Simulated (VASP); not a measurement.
Crystal: C.

```xyz
2
Lattice="0.0000 2.0600 2.0600 2.0600 0.0000 2.0600 2.0600 2.0600 0.0000" Properties=species:S:1:pos:R:3 pbc="T T T"
C     4.1200    4.1200    4.1200
C     1.0300    1.0300    1.0300
```

- Program: VASP 6.6.1
- Task: relaxation of cell and atoms
- Functional: PBE
- Potentials or basis: VASP PAW PBE potentials, release 64 (C)
- Cutoff: 600 eV
- k mesh: 18 × 18 × 18
- Occupations: gaussian, width 0.02 eV
- Spin: no spin polarisation

At the start: pressure -80.1 GPa; volume 8.74 Å³/atom.

Question: Where does the relaxation end?

Answer: Over 7 steps the energy falls by 1093.3 meV/atom and the volume is 5.69 Å³/atom (-34.9 %); space group Fd-3m (No. 227, to 0.1 Å) before and after.

The path:
```tsv
step	energy change (eV)	largest force (eV/Å)	pressure (GPa)	volume (Å³)
1	0.0000	0.0000	-80.12	17.48
2	-0.7489	0.0000	204.28	8.59
3	-2.1829	0.0000	-6.60	11.57
4	-2.1864	0.0000	-1.62	11.43
5	-2.1862	0.0000	2.38	11.33
6	-2.1861	0.0000	-2.53	11.46
7	-2.1866	0.0000	0.01	11.39
```

Final structure:
```cif
data_structure
_symmetry_space_group_name_H-M 'P 1'
_symmetry_Int_Tables_number 1
_cell_length_a 2.5255
_cell_length_b 2.5255
_cell_length_c 2.5255
_cell_angle_alpha 60.000
_cell_angle_beta 60.000
_cell_angle_gamma 60.000
_cell_volume 11.39
loop_
_atom_site_label
_atom_site_type_symbol
_atom_site_fract_x
_atom_site_fract_y
_atom_site_fract_z
_atom_site_occupancy
C1 C 0.00000 0.00000 0.00000 1
C2 C 0.25000 0.25000 0.25000 1
```

Caveat: the volume moved by over 15 % at a fixed basis, so the end points are rough.
